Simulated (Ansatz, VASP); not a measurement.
# One calculation of P, two programs

POSCAR

```
P
1.0
    1.6477431241     -5.4650377251      0.0000000000
    1.6477431241      5.4650377251      0.0000000000
    0.0000000000      0.0000000000      4.5436355900
P
4
Direct
    0.9041431300      0.0958568700      0.5888151700
    0.0958568700      0.9041431300      0.4111848300
    0.5958568700      0.4041431300      0.0888151700
    0.4041431300      0.5958568700      0.9111848300
```

Contents of INCAR.step1:

```
ALGO     = Normal         # electronic algorithm
EDIFF    = 1E-5           # SCF threshold, eV
ENCUT    = 520            # plane-wave cutoff, eV
GGA      = PE             # functional
ISIF     = 2              # what is computed and relaxed
ISMEAR   = -1             # smearing method
LASPH    = True           # aspherical terms in the spheres
LCHARG   = False          # write CHGCAR
LREAL    = False          # projectors in reciprocal space
LWAVE    = True           # write WAVECAR
NBANDS   = 18             # bands
NELM     = 100            # most SCF steps
PREC     = Accurate       # precision mode
SIGMA    = 0.05           # smearing width, eV
```

The input INCAR.step2:

```
AEXX     = 0.25           # exact-exchange fraction
ALGO     = Normal         # electronic algorithm
EDIFF    = 1E-6           # SCF threshold, eV
ENCUT    = 520            # plane-wave cutoff, eV
GGA      = PS             # functional
ISIF     = 2              # what is computed and relaxed
ISMEAR   = -1             # smearing method
ISTART   = 1            
LASPH    = True           # aspherical terms in the spheres
LCHARG   = False          # write CHGCAR
LHFCALC  = True           # exact exchange
LREAL    = False          # projectors in reciprocal space
LWAVE    = False          # write WAVECAR
NBANDS   = 18             # bands
NELM     = 100            # most SCF steps
PREC     = Accurate       # precision mode
PRECFOCK = Normal       
SIGMA    = 0.05           # smearing width, eV
```

The input KPOINTS:

```
k-points
0
Gamma
  4 4 3
```

File input.yaml:

```yaml
crystal:
  lattice:
    - [1.6477431241, -5.4650377251, 0.0]
    - [1.6477431241, 5.4650377251, 0.0]
    - [0.0, 0.0, 4.54363559]
  atoms:
    - { symbol: P, position: [0.90414313, 0.09585687, 0.58881517] }
    - { symbol: P, position: [0.09585687, 0.90414313, 0.41118483] }
    - { symbol: P, position: [0.59585687, 0.40414313, 0.08881517] }
    - { symbol: P, position: [0.40414313, 0.59585687, 0.91118483] }
hamiltonian:
  xc: { exchange: pbesol, correlation: pbesol, exx: { coeff: 0.25 } }
  pseudopotentials: { kind: paw }
kpoints:
  mp_grid: { grid: [4, 4, 3] }
  band_path:
    path:
      - [[0.0, 0.0, 0.0], [0.2727265073, 0.2727265073, 0.0], [0.0, 0.5, 0.0], [0.0, 0.5, 0.5], [0.2727265073, 0.2727265073, 0.5], [0.0, 0.0, 0.5], [0.0, 0.0, 0.0], [-0.5, 0.5, 0.0], [-0.2727265073, 0.7272734927, 0.0], [-0.2727265073, 0.7272734927, 0.5], [-0.5, 0.5, 0.5], [-0.5, 0.5, 0.0]]
      - [[0.0, 0.0, 0.5], [-0.5, 0.5, 0.5]]
    npoints: 4
scf:
  occupations: { method: fermi_dirac, width: 0.05 }
  n_extra_bands: 10
output:
  forces: true
  stress: true
  eigenvalues: true
  fatbands: false
```

Alike in both runs: functional PBEsol-based global hybrid with a share of 0.25 of exact exchange; k mesh 4 × 4 × 3; occupations fermi-dirac, width 0.05 eV; no spin polarisation.

```csv
,VASP,Ansatz
version,VASP 6.6.1,Ansatz 0.2.0
potentials or method,"VASP PAW PBE potentials, release 64 (P)",Ansatz PAW
plane-wave cutoff (eV),520,420
valence electrons in the cell,20,20
task,single point,band structure
```

Ansatz gave:

```
gap on the k mesh at the Fermi level (eV)                     : 1.27
least direct gap on the mesh (eV)                             : 1.27
pressure (GPa)                                                : -1.8
traceless stress, the component that is largest in VASP (GPa) : 1.11
rms of the force components (eV/Å)                            : 0.111
```

Question: Estimate VASP's values.

Answer: gap on the k mesh at the Fermi level (eV): 1.32; least direct gap on the mesh (eV): 1.32; pressure (GPa): -2.3; traceless stress, the component that is largest in VASP (GPa): 1.10; rms of the force components (eV/Å): 0.130.

VASP's potentials were made for PBE, not for PBEsol-based global hybrid. Atom by atom the forces differ by 0.032 eV/Å (rms over components).

The k mesh is coarse, so the values compare programs but aren't converged.
